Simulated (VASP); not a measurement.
Input of a VASP 6.6.1 run:

File INCAR:

```
PREC = Accurate
ENCUT = 700
EDIFF = 1E-6
ISMEAR = -1
SIGMA = 0.05
LREAL = F
LASPH = T
NELM = 200
ALGO = Normal
ISIF = 2
LWAVE = F
LCHARG = F
ISPIN = 2
MAGMOM = 2 0
LORBIT = 11
LMAXMIX = 4
GGA = RP
IVDW = 12
NBANDS = 22
GGA_COMPAT = F
```

Contents of KPOINTS:

```
Automatic mesh
0
Gamma
  11 11 11
```

Contents of POSCAR:

```
CoO
1.0
    0.0000000000      2.1278179276      2.1278179276
    2.1278179276      0.0000000000      2.1278179276
    2.1278179276      2.1278179276      0.0000000000
Co O
1 1
Direct
    0.0000000000      0.0000000000      0.0000000000
    0.5000000000      0.5000000000      0.5000000000
```

Potentials or basis: VASP PAW PBE potentials, release 64 (Co_sv, O).

Launch:

```console
$ cat potpaw_PBE.64/Co_sv/POTCAR potpaw_PBE.64/O/POTCAR > POTCAR
$ mpirun -np 1 vasp_std > vasp.out
```

(1) What does it give for the net moment?

(2) Predict the pressure.

Results:

(1) 2.94 μB per cell.

(2) -1.1 GPa.

Caveat: the dispersion term is far too large for a dense solid, which distorts pressure and volume; the PAW data sets were made with another functional, which shifts forces and pressure a little; a cell with one magnetic atom can't hold antiferromagnetic order, which such compounds often take.
